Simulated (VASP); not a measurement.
# Tl (P4/nmm) in VASP: single point with PBEsol

Aim: the single point of Tl with PBEsol.

All numbers are computed with VASP 6.6.1; they aren't measurements. Logs are shortened: lines on timing, memory, paths and dates and some standing lists are left out, and cuts for length are marked.

## (1) The cell of the first run

Symmetry: P4/nmm, No. 129, tetragonal system. The conventional cell has a = 4.989 Å, b = 4.989 Å, c = 3.161 Å, α = 90.00°, β = 90.00°, γ = 90.00°. Within 3.8 Å of Tl (site symmetry -4m2) lie 14 Tl at 2.90 to 3.53 Å. Within 3.8 Å of Tl (site symmetry 4mm) lie 14 Tl at 2.90 to 3.53 Å.

## (2) Single point, PBEsol (Sc replaced by Tl, lengths x 0.912, strained)

Input file INCAR:

```
SYSTEM = Tl
PREC = Accurate ; ENCUT = 520
EDIFF = 1E-7 ; ISMEAR = 0
SIGMA = 0.1 ; LREAL = .FALSE.
LASPH = .TRUE. ; NELM = 60
ALGO = Fast ; ISIF = 2
LWAVE = .FALSE. ; LCHARG = .FALSE.
GGA = PS ; NBANDS = 34
```

Input file KPOINTS:

```
regular mesh
0
G
  8 8 14
  0 0 0
```

Input file POSCAR:

```
Tl
1.0
    4.9891474079      0.0000000000      0.0000000000
    0.0000000000      4.9891474079      0.0000000000
    0.0000000000      0.0000000000      3.1605703735
Tl
4
Direct
    0.5000000000      0.5000000000      0.0000000000
    0.0000000000      0.0000000000      0.0000000000
    0.5000000000      0.0000000000      0.5326640000
    0.0000000000      0.5000000000      0.4673360000
```

Potentials or basis: VASP PAW PBE potentials, release 64 (Tl_d).

Command:

```
$ cat potpaw_PBE.64/Tl_d/POTCAR > POTCAR
$ mpirun -np 1 vasp_std > vasp.out
```

OUTCAR:

```text
SYSTEM = Tl
   PREC = Accurate
   ENCUT = 520
   EDIFF = 1E-7
   ISMEAR = 0
   LREAL = .FALSE.
   LASPH = .TRUE.
   NELM = 60
   ISIF = 2
   GGA = PS

 ion  position               nearest neighbor table
   1  0.500  0.500  0.000-   3 2.90   4 2.90   3 2.90   4 2.90   3 3.01   3 3.01   4 3.01   4 3.01
                             2 3.53   2 3.53   2 3.53   2 3.53
   2  0.000  0.000  0.000-   3 2.90   4 2.90   4 2.90   3 2.90   3 3.01   4 3.01   3 3.01   4 3.01
                             1 3.53   1 3.53   1 3.53   1 3.53
   3  0.500  0.000  0.533-   1 2.90   2 2.90   1 2.90   2 2.90   1 3.01   1 3.01   2 3.01   2 3.01
                             4 3.53   4 3.53   4 3.53   4 3.53
   4  0.000  0.500  0.467-   1 2.90   2 2.90   2 2.90   1 2.90   2 3.01   1 3.01   1 3.01   2 3.01
                             3 3.53   3 3.53   3 3.53   3 3.53

  LATTYP: Found a simple tetragonal cell.
 ALAT       =     4.9891474079
 C/A-ratio  =     0.6334890744

  Lattice vectors:

 A1 = (   4.9891474079,   0.0000000000,   0.0000000000)
 A2 = (   0.0000000000,   4.9891474079,   0.0000000000)
 A3 = (   0.0000000000,   0.0000000000,   3.1605703735)

Analysis of symmetry for initial positions (statically):
=====================================================================
 Subroutine PRICEL returns:
 Original cell was already a primitive cell.

 Routine SETGRP: Setting up the symmetry group for a
 simple tetragonal supercell.

 Subroutine GETGRP returns: Found 16 space group operations
 (whereof  8 operations were pure point group operations)
 out of a pool of 16 trial point group operations.

The static configuration has the point symmetry D_2d.
 The point group associated with its full space group is D_4h.

Analysis of symmetry for dynamics (positions and initial velocities):
=====================================================================
 Subroutine PRICEL returns:
 Original cell was already a primitive cell.

 Routine SETGRP: Setting up the symmetry group for a
 simple tetragonal supercell.

 Subroutine GETGRP returns: Found 16 space group operations
 (whereof  8 operations were pure point group operations)
 out of a pool of 16 trial point group operations.

The dynamic configuration has the point symmetry D_2d.
 The point group associated with its full space group is D_4h.

 Subroutine INISYM returns: Found 16 space group operations
 (whereof  8 operations are pure point group operations),
 and found     1 'primitive' translations

----------------------------------------------------------------------------------------

                                     Primitive cell

[... 99 lines left out ...]
   NFREE  =      0    steps in history (QN), initial steepest desc. (CG)
   ISIF   =      2    stress and relaxation
   ISYM   =      2    0-nonsym 1-usesym 2-fastsym
   POTIM  = 0.5000    time-step for ionic-motion
   TEBEG  =    0.0;   TEEND  =   0.0 temperature during run
   PSTRESS=    0.0 pullay stress
   NELECT =      52.0000    total number of electrons
   NUPDOWN=      -1.0000    fix difference up-down
   EMIN   =  10.00;   EMAX   =-10.00  energy-range for DOS
   EFERMI =   0.00;   METHOD = LEGACY
   ISMEAR =     0;   SIGMA  =   0.10  broadening in eV -4-tet -1-fermi 0-gaus
   EFERMI_NEDOS =   21; number of points for ismear=-14 and -15
   IALGO  =     68    algorithm
   IMIX   =      4    mixing-type and parameters
     AMIX     =   0.40;   BMIX     =  1.00
     AMIX_MAG =   1.60;   BMIX_MAG =  1.00
  volume/ion in A,a.u.               =      19.67       132.73
  Fermi-wavevector in a.u.,A,eV,Ry     =   1.426056  2.694855 27.669292  2.033636
  Thomas-Fermi vector in A             =   2.546374
   LORBIT       =      0    0 simple, 1 ext, 2 COOP (PROOUT), +10 PAW based schemes
   GGA     = PS    functional components
   LHFCALC =     F    Hartree Fock is set to
   AEXX    =    0.0000 exact exchange contribution
   IVDW    =     0    specifies the selected vdW correction
   LEPSILON=     F    determine dielectric tensor
   LRPA    =     F    only Hartree local field effects (RPA)
 non-spin polarized calculation
 RMM-DIIS sequential band-by-band and
 Gauss-broadening in eV      SIGMA  =   0.10
  energy-cutoff  :      520.00
  volume of cell :       78.67
 maximum number of plane-waves:      2144
 NGX is ok and might be reduce to    40
   NGX = 19   NGY = 19   NGZ = 11

 number of electron      52.0000010 magnetization

 Free energy of the ion-electron system (eV)
  ---------------------------------------------------
  ext. energy  EPLUGINS =         0.00000000
  ---------------------------------------------------
  free energy    TOTEN  =        -7.59922333 eV

  energy without entropy =       -7.59280633  energy(sigma->0) =       -7.59601483

 E-fermi :  11.4066     XC(G=0): -12.3727

 val. band max:       11.3469137412   @ k =   0.2500   0.1250   0.3571
 cond. band min:      11.4299614451   @ k =   0.0000   0.0000   0.5000
 fundamental gap:      0.0830477040
 Fermi energy:        11.4065850609

 k-point     1 :       0.0000    0.0000    0.0000
  band No.  band energies     occupation
      1      -2.0898      2.00000
      2      -2.0629      2.00000
      3      -2.0583      2.00000
      4      -2.0341      2.00000
      5      -2.0200      2.00000
      6      -1.5788      2.00000
[... 877 lines left out ...]
     33      21.0991      0.00000
     34      21.0994      0.00000

 [... further k-points ...]

------------------------ aborting loop because EDIFF is reached ----------------------------------------

  FORCE on cell =-STRESS in cart. coord.  units (eV):
  Direction    XX          YY          ZZ          XY          YZ          ZX
  --------------------------------------------------------------------------------------
  -------------------------------------------------------------------------------------
  Total       18.3420713     18.3420713     19.2421248      0.0000000      0.0000000      0.0000000
  in kB      373.5431900    373.5431900    391.8731179      0.0000000      0.0000000      0.0000000
  external PRESSURE =     379.6531659 kB  Pullay stress =       0.0000000 kB

 VOLUME and BASIS-vectors are now :
 -----------------------------------------------------------------------------
  energy-cutoff  :      520.00
  volume of cell :       78.67
      direct lattice vectors                 reciprocal lattice vectors
     4.989147408  0.000000000  0.000000000     0.200435048  0.000000000  0.000000000
     0.000000000  4.989147408  0.000000000     0.000000000  0.200435048  0.000000000
     0.000000000  0.000000000  3.160570374     0.000000000  0.000000000  0.316398587

 POSITION                                       TOTAL-FORCE (eV/Angst)
 -----------------------------------------------------------------------------------
      2.49457      2.49457      0.00000         0.000000     -0.000000     -0.000000
      0.00000      0.00000      0.00000         0.000000      0.000000     -0.000000
      2.49457      0.00000      1.68352         0.000000      0.000000     -0.425387
      0.00000      2.49457      1.47705        -0.000000      0.000000      0.425387
 -----------------------------------------------------------------------------------
    total drift:                               -0.000000      0.000000     -0.000000

  FREE ENERGIE OF THE ION-ELECTRON SYSTEM (eV)
  ---------------------------------------------------
  free  energy   TOTEN  =        -7.5992233260 eV

  energy  without entropy=       -7.5928063336  energy(sigma->0) =       -7.59601483
```

OSZICAR:

```text
N       E                     dE             d eps       ncg     rms          rms(c)
DAV:   1     0.329583509472E+03    0.32958E+03   -0.28681E+04  8208   0.153E+03
DAV:   2     0.579373479856E+00   -0.32900E+03   -0.32158E+03  8884   0.365E+02
DAV:   3    -0.789689591715E+01   -0.84763E+01   -0.84034E+01  9180   0.528E+01
DAV:   4    -0.795197929688E+01   -0.55083E-01   -0.55047E-01  9126   0.437E+00
DAV:   5    -0.795249099786E+01   -0.51170E-03   -0.51169E-03  9070   0.469E-01    0.156E+01
RMM:   6    -0.767110364083E+01    0.28139E+00   -0.39276E-01  8191   0.359E+00    0.984E+00
RMM:   7    -0.760871976533E+01    0.62384E-01   -0.29923E-01  8360   0.334E+00    0.124E+00
RMM:   8    -0.759912572424E+01    0.95940E-02   -0.46708E-02  8416   0.125E+00    0.149E-01
RMM:   9    -0.759923540578E+01   -0.10968E-03   -0.14736E-03  8825   0.255E-01    0.454E-02
RMM:  10    -0.759922203243E+01    0.13373E-04   -0.12610E-04  8978   0.728E-02    0.694E-03
RMM:  11    -0.759922330284E+01   -0.12704E-05   -0.32432E-05  9085   0.315E-02    0.322E-03
RMM:  12    -0.759922352606E+01   -0.22322E-06   -0.75182E-06  9091   0.165E-02    0.236E-03
RMM:  13    -0.759922324440E+01    0.28166E-06   -0.20197E-06  8046   0.776E-03    0.335E-04
RMM:  14    -0.759922332595E+01   -0.81549E-07   -0.52265E-07  6663   0.397E-03
   1 F= -.75992233E+01 E0= -.75960148E+01  d E =-.641699E-02
```

stdout:

```text
POSCAR found type information on POSCAR Tl
 POSCAR found :  1 types and       4 ions
 scaLAPACK will be used
 -----------------------------------------------------------------------------
|                                                                             |
|                                                                             |
|     You enforced a specific xc type in the INCAR file but a different       |
|     I HOPE YOU KNOW WHAT YOU ARE DOING!                                     |
|                                                                             |
 -----------------------------------------------------------------------------

 LDA part: xc-table for (Slater+PW92), standard interpolation
 POSCAR, INCAR and KPOINTS ok, starting setup
 FFT: planning ... GRIDC
 FFT: planning ... GRID_SOFT
 FFT: planning ... GRID
 WAVECAR not read
 entering main loop
```

It took 3 min on 1 thread of Intel Xeon Platinum 8375C at 2.90GHz (Ice Lake), shared host; peak memory 0.35 GiB.

What came out:

| Item | Value |
| --- | --- |
| Free energy | -7.5992 eV |
| Pressure | 38.0 GPa |
| Largest force | 0.425 eV/Å |
| Band gap on the k mesh | zero (band 26 reaches 16.70 eV, above the bottom of band 27 at 7.29 eV) |

Forces in eV/Å, atoms in the order of the input:
```
Tl   0.000  0.000  0.000
Tl   0.000  0.000  0.000
Tl   0.000  0.000 -0.425
Tl   0.000  0.000  0.425
```

Caveat: the cell differs from its parent crystal (Sc replaced by Tl, lengths x 0.912, strained); the PAW data sets were made with another functional, which shifts forces and pressure a little; spin-orbit coupling is left out, which moves the levels of the heavy elements.
